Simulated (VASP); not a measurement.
# Ca (Fm-3m) in VASP: further runs

Runs on Ca. Level: PBE+D3(BJ). Tasks: single point, relaxation of cell and atoms.

Program: VASP 6.6.1. These are calculated values, not measurements. Logs are shortened: lines on timing, memory, paths and dates and some standing lists are left out, and cuts for length are marked.

## Step 1: The cell of the first run

It takes space group Fm-3m (No. 225, cubic). The conventional cell has a = 5.432 Å, b = 5.432 Å, c = 5.432 Å, α = 90.00°, β = 90.00°, γ = 90.00°. Within 5.0 Å of Ca (site symmetry m-3m) lie 12 Ca at 3.84 Å.

## Step 2: Single point, PBE+D3(BJ)

INCAR reads:

```
ALGO = Normal ; EDIFF = 1E-6
ENCUT = 520 ; GGA = PE
ISIF = 2 ; ISMEAR = 0
IVDW = 12 ; LASPH = True
LCHARG = True ; LELF = True
LREAL = False ; LVHAR = True
LWAVE = False ; NBANDS = 11
NELM = 60 ; PREC = Accurate
SIGMA = 0.1
```

KPOINTS reads:

```
k-points
0
Gamma
  14 14 14
```

POSCAR reads:

```
Ca
1.0
    0.0000000000      2.7161218585      2.7161218585
    2.7161218585      0.0000000000      2.7161218585
    2.7161218585      2.7161218585      0.0000000000
Ca
1
Direct
    0.0000000000      0.0000000000      0.0000000000
```

Potentials or basis: VASP PAW PBE potentials, release 64 (Ca_sv).

The run is started by

```console
$ cat potpaw_PBE.64/Ca_sv/POTCAR > POTCAR
$ mpirun -np 1 vasp_std > vasp.out
```

OUTCAR:

```text
EDIFF = 1E-6
   ENCUT = 520
   GGA = PE
   ISIF = 2
   ISMEAR = 0
   IVDW = 12
   LASPH = True
   LREAL = False
   NELM = 60
   PREC = Accurate
 IVDW          = 12

 ion  position               nearest neighbor table
   1  0.000  0.000  0.000-

  LATTYP: Found a face centered cubic cell.
 ALAT       =     5.4322437170

  Lattice vectors:

 A1 = (   0.0000000000,   2.7161218585,   2.7161218585)
 A2 = (   2.7161218585,   0.0000000000,   2.7161218585)
 A3 = (   2.7161218585,   2.7161218585,   0.0000000000)

Analysis of symmetry for initial positions (statically):
=====================================================================
 Subroutine PRICEL returns:
 Original cell was already a primitive cell.

 Routine SETGRP: Setting up the symmetry group for a
 face centered cubic supercell.

 Subroutine GETGRP returns: Found 48 space group operations
 (whereof 48 operations were pure point group operations)
 out of a pool of 48 trial point group operations.

The static configuration has the point symmetry O_h .

Analysis of symmetry for dynamics (positions and initial velocities):
=====================================================================
 Subroutine PRICEL returns:
 Original cell was already a primitive cell.

 Routine SETGRP: Setting up the symmetry group for a
 face centered cubic supercell.

 Subroutine GETGRP returns: Found 48 space group operations
 (whereof 48 operations were pure point group operations)
 out of a pool of 48 trial point group operations.

The dynamic configuration has the point symmetry O_h .

 Subroutine INISYM returns: Found 48 space group operations
 (whereof 48 operations are pure point group operations),
 and found     1 'primitive' translations

----------------------------------------------------------------------------------------

                                     Primitive cell

  volume of cell :      40.0754

  direct lattice vectors                    reciprocal lattice vectors
     0.000000000  2.716121859  2.716121859    -0.184085997  0.184085997  0.184085997
     2.716121859  0.000000000  2.716121859     0.184085997 -0.184085997  0.184085997
     2.716121859  2.716121859  0.000000000     0.184085997  0.184085997 -0.184085997

  length of vectors
     3.841176369  3.841176369  3.841176369     0.318846300  0.318846300  0.318846300

  position of ions in fractional coordinates (direct lattice)
[... 83 lines left out ...]
   ISIF   =      2    stress and relaxation
   ISYM   =      2    0-nonsym 1-usesym 2-fastsym
   POTIM  = 0.5000    time-step for ionic-motion
   TEBEG  =    0.0;   TEEND  =   0.0 temperature during run
   PSTRESS=    0.0 pullay stress
   NELECT =      10.0000    total number of electrons
   NUPDOWN=      -1.0000    fix difference up-down
   EMIN   =  10.00;   EMAX   =-10.00  energy-range for DOS
   EFERMI =   0.00;   METHOD = LEGACY
   ISMEAR =     0;   SIGMA  =   0.10  broadening in eV -4-tet -1-fermi 0-gaus
   EFERMI_NEDOS =   21; number of points for ismear=-14 and -15
   IALGO  =     38    algorithm
   IMIX   =      4    mixing-type and parameters
     AMIX     =   0.40;   BMIX     =  1.00
     AMIX_MAG =   1.60;   BMIX_MAG =  1.00
  volume/ion in A,a.u.               =      40.08       270.44
  Fermi-wavevector in a.u.,A,eV,Ry     =   1.030660  1.947666 14.452936  1.062261
  Thomas-Fermi vector in A             =   2.164770
   LORBIT       =      0    0 simple, 1 ext, 2 COOP (PROOUT), +10 PAW based schemes
   GGA     = PE    functional components
   LHFCALC =     F    Hartree Fock is set to
   AEXX    =    0.0000 exact exchange contribution
   IVDW    =    12    specifies the selected vdW correction
   LEPSILON=     F    determine dielectric tensor
   LRPA    =     F    only Hartree local field effects (RPA)
 non-spin polarized calculation
 Gauss-broadening in eV      SIGMA  =   0.10
  energy-cutoff  :      520.00
  volume of cell :       40.08
 maximum number of plane-waves:      1106
 NGX is ok and might be reduce to    30
   NGX = 15   NGY = 15   NGZ = 15

 number of electron      10.0000001 magnetization

 Free energy of the ion-electron system (eV)
  ---------------------------------------------------
  ext. energy  EPLUGINS =         0.00000000
  ---------------------------------------------------
  free energy    TOTEN  =        -1.92659699 eV

  energy without entropy =       -1.91957471  energy(sigma->0) =       -1.92308585

 E-fermi :   2.1626     XC(G=0):  -7.8971

 val. band max:        2.1434092832   @ k =  -0.4286   0.1429   0.0000
 cond. band min:       2.1641197338   @ k =  -0.4286   0.2143   0.0714
 fundamental gap:      0.0207104506
 Fermi energy:         2.1626464910

 k-point     1 :       0.0000    0.0000    0.0000
  band No.  band energies     occupation
      1     -39.7294      2.00000
      2     -20.6389      2.00000
      3     -20.6389      2.00000
      4     -20.6389      2.00000
      5      -1.9482      2.00000
      6       4.5754      0.00000
      7       4.5754      0.00000
      8       4.5754      0.00000
      9       5.7122      0.00000
     10       5.7122      0.00000
     11      11.5144      0.00000
[... 309 lines left out ...]
 k-point    24 :       0.2857    0.1429    0.0000
  band No.  band energies     occupation
      1     -39.7191      2.00000
      2     -20.7222      2.00000
      3     -20.6618      2.00000
      4     -20.6600      2.00000
      5      -0.6851      2.00000
      6       3.5643      0.00000
      7       4.5390      0.00000
      8       4.9088      0.00000
      9       5.3678      0.00000
     10       6.0312      0.00000
     11      10.2471      0.00000

 [... further k-points ...]

------------------------ aborting loop because EDIFF is reached ----------------------------------------

 Edisp (eV)   -0.24152

 E8    (eV) :    -0.1217

  FORCE on cell =-STRESS in cart. coord.  units (eV):
  Direction    XX          YY          ZZ          XY          YZ          ZX
  --------------------------------------------------------------------------------------
  -------------------------------------------------------------------------------------
  Total       0.00735     0.00735     0.00735     0.00000     0.00000    -0.00000
  in kB       0.29383     0.29383     0.29383     0.00000     0.00000    -0.00000
  external pressure =        0.29 kB  Pullay stress =        0.00 kB

 VOLUME and BASIS-vectors are now :
 -----------------------------------------------------------------------------
  energy-cutoff  :      520.00
  volume of cell :       40.08
      direct lattice vectors                 reciprocal lattice vectors
     0.000000000  2.716121859  2.716121859    -0.184085997  0.184085997  0.184085997
     2.716121859  0.000000000  2.716121859     0.184085997 -0.184085997  0.184085997
     2.716121859  2.716121859  0.000000000     0.184085997  0.184085997 -0.184085997

 POSITION                                       TOTAL-FORCE (eV/Angst)
 -----------------------------------------------------------------------------------
      0.00000      0.00000      0.00000         0.000000      0.000000      0.000000
 -----------------------------------------------------------------------------------
    total drift:                               -0.000000     -0.000000     -0.000000

  FREE ENERGIE OF THE ION-ELECTRON SYSTEM (eV)
  ---------------------------------------------------
  free  energy   TOTEN  =        -2.1681176097 eV

  energy  without entropy=       -2.1610953316  energy(sigma->0) =       -2.16460647
```

stdout:

```text
POSCAR found type information on POSCAR Ca
 POSCAR found :  1 types and       1 ions
 scaLAPACK will be used
 LDA part: xc-table for (Slater+PW92), standard interpolation
 POSCAR, INCAR and KPOINTS ok, starting setup
 FFT: planning ... GRIDC
 FFT: planning ... GRID_SOFT
 FFT: planning ... GRID
 WAVECAR not read
 entering main loop
```

Wall time 52 s (1 thread of AMD EPYC 7R13, shared host); peak memory 0.18 GiB.

Results:

```yaml
Free_energy: -2.1681 eV
Pressure: 0.0 GPa
Band_gap_on_the_k_mesh: zero (band 5 reaches 2.29 eV, above the bottom of band 6 at 2.05 eV)
Dispersion_energy_per_atom: -0.242 eV
```

Caveat: pairwise dispersion overbinds metals, which lowers pressure and volume.

## Step 3: Relaxation of cell and atoms, PBE+D3(BJ)

This run uses another cell than the first one, of 42.16 Å³/atom, 1.052 times its volume.

INCAR reads:

```
PREC = Accurate
ENCUT = 600
EDIFF = 1E-6
ISMEAR = 0
SIGMA = 0.1
LREAL = False
LASPH = True
NELM = 80
ALGO = Fast
ISIF = 3
LWAVE = False
LCHARG = False
GGA = PE
IVDW = 12
IBRION = 2
NSW = 70
EDIFFG = -0.005
```

KPOINTS reads:

```
Automatic mesh
0
Gamma
  14 14 14
```

POSCAR reads:

```
Ca
1.0
    0.0000000000      2.7623962668      2.7623962668
    2.7623962668      0.0000000000      2.7623962668
    2.7623962668      2.7623962668      0.0000000000
Ca
1
Direct
    0.0000000000      0.0000000000      0.0000000000
```

Potentials or basis: VASP PAW PBE potentials, release 64 (Ca_sv).

The run is started by

```console
$ cat potpaw_PBE.64/Ca_sv/POTCAR > POTCAR
$ mpirun -np 1 vasp_std > vasp.out
```

It took 5.3 min on 1 thread of AMD EPYC 7R13, shared host; peak memory 0.2 GiB.

It converged, with:

| Property | Result |
| --- | --- |
| Free energy | -2.1682 eV |
| Relaxed volume | 40.21 Å³/atom |
| Relaxed cell | a = 3.846 Å, b = 3.846 Å, c = 3.846 Å, α = 60.00°, β = 60.00°, γ = 60.00° |
| Space group after relaxing (to 0.05 Å) | Fm-3m (No. 225) |
| Energy gained by relaxing | 5.0 meV/atom |
| Ionic steps | 7 |
| Pressure after relaxing | 0.0 GPa |
| Band gap on the k mesh | zero (band 5 reaches 2.28 eV, above the bottom of band 6 at 2.03 eV) |
| Dispersion energy per atom | -0.241 eV |

The path:
| step | energy change (eV) | largest force (eV/Å) | pressure (GPa) | volume (Å³) |
| --- | --- | --- | --- | --- |
| 1 | 0.0000 | 0.0000 | -0.82 | 42.16 |
| 2 | -0.0045 | 0.0000 | -0.27 | 40.86 |
| 3 | -0.0050 | 0.0000 | -0.03 | 40.29 |
| 4 | -0.0050 | 0.0000 | -0.04 | 40.22 |
| 5 | -0.0050 | 0.0000 | 0.04 | 40.09 |
| 6 | -0.0050 | 0.0000 | 0.03 | 40.16 |
| 7 | -0.0050 | 0.0000 | -0.01 | 40.21 |

Final structure:
```xyz
1
Lattice="0.0000 2.7192 2.7192 2.7192 0.0000 2.7192 2.7192 2.7192 0.0000" Properties=species:S:1:pos:R:3 pbc="T T T"
Ca    2.7192    0.0000    2.7192
```

Levels at points of the mesh, in eV from the Fermi level:
| k point | band 1 | band 2 | band 3 | band 4 | band 5 | band 6 | band 7 | band 8 | band 9 |
| --- | --- | --- | --- | --- | --- | --- | --- | --- | --- |
| (0.00, 0.00, 0.00) | -41.90 | -22.81 | -22.81 | -22.81 | -4.11 | 2.41 | 2.41 | 2.41 | 3.54 |
| (0.50, 0.00, 0.00) | -41.88 | -22.97 | -22.83 | -22.83 | -1.00 | -0.12 | 2.28 | 2.28 | 4.27 |
| (0.50, 0.50, 0.00) | -41.88 | -22.96 | -22.87 | -22.87 | -0.50 | 0.56 | 1.07 | 4.26 | 4.46 |

Caveat: pairwise dispersion overbinds metals, which lowers pressure and volume.
